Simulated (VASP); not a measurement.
Write the native input for VASP 6.6.1 that does the following.

```
Task                   : single point
Functional             : PBE
Potentials or basis    : VASP PAW PBE potentials, release 64 (Zn, Cu)
Cutoff                 : 520 eV
k mesh                 : 10 × 18 × 10
Occupations            : gaussian, width 0.1 eV
Spin                   : no spin polarisation
Dipole correction      : no
Further INCAR settings : ALGO = Normal; EDIFF = 1e-07; NBANDS = 31
```

The structure of ZnCu lies in POSCAR:

```
ZnCu
1.0
    4.4190027712      0.0000000000      0.0000000000
    0.0000000000      2.6005027077      0.0000000000
    0.0000000000      0.0000000000      5.0627531836
Zn Cu
2 2
Direct
    0.2500000000      0.5000000000      0.1338216904
    0.7500000000      0.5000000000      0.8661783096
    0.7500000000      0.5000000000      0.3736167872
    0.2500000000      0.5000000000      0.6263832128
```

These files were run (other wordings do the same):

INCAR

```
ALGO = Normal
EDIFF = 1E-7
ENCUT = 520
GGA = PE
ISIF = 2
ISMEAR = 0
LASPH = True
LCHARG = True
LELF = True
LREAL = False
LVHAR = True
LWAVE = False
NBANDS = 31
NELM = 100
PREC = Accurate
SIGMA = 0.1
```

KPOINTS

```
k-points
0
Gamma
  10 18 10
```

Potentials or basis: VASP PAW PBE potentials, release 64 (Zn, Cu).

Launch:

```sh
$ cat potpaw_PBE.64/Zn/POTCAR potpaw_PBE.64/Cu/POTCAR > POTCAR
$ mpirun -np 1 vasp_std > vasp.out
```

It gave:

```json
{
  "Pressure": "0.5 GPa",
  "Largest force": "0.006 eV/Å",
  "Band gap on the k mesh": "zero (band 23 reaches 7.28 eV, above the bottom of band 24 at 2.23 eV)"
}
```

Wall time 3.3 min on 1 thread of Intel(R) Xeon(R) 6975P-C (Granite Rapids), with other jobs on the host, peak memory 0.61 GiB.
